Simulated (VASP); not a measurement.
Here is a VASP 6.6.1 calculation.

The input INCAR:

```
ALGO = Fast
EDIFF = 1E-6
ENCUT = 520
GGA = PE
ISIF = 2
ISMEAR = 0
IVDW = 12
LASPH = True
LCHARG = True
LELF = True
LREAL = False
LVHAR = True
LWAVE = False
NBANDS = 12
NELM = 80
PREC = Accurate
SIGMA = 0.15
```

The input KPOINTS:

```
k-points
0
Gamma
  18 18 18
```

Contents of POSCAR:

```
Hg
1.0
   -1.9662102500      1.9662102500      1.8473144500
    1.9662102500     -1.9662102500      1.8473144500
    1.9662102500      1.9662102500     -1.8473144500
Hg
1
Direct
    0.0000000000      0.0000000000      0.0000000000
```

Potentials or basis: VASP PAW PBE potentials, release 64 (Hg).

The run is started by

```console
$ cat potpaw_PBE.64/Hg/POTCAR > POTCAR
$ mpirun -np 1 vasp_std > vasp.out
```

Question: Estimate the pressure.

Answer: -1.6 GPa.

Question: Estimate the dispersion energy per atom.

Answer: -0.368 eV.

Question: Predict the band gap on the k mesh.

Answer: Zero (band 6 reaches 3.21 eV, above the bottom of band 7 at 0.62 eV).

Stress tensor (GPa, compression positive):
```
-1.70  0.00  0.00
 0.00 -1.70  0.00
 0.00  0.00 -1.42
```

Caveat: the cell differs from its parent crystal (strain -0.050 along x and y, +0.025 along z); spin-orbit coupling is left out, which moves the levels of the heavy elements; pairwise dispersion overbinds metals, which lowers pressure and volume.
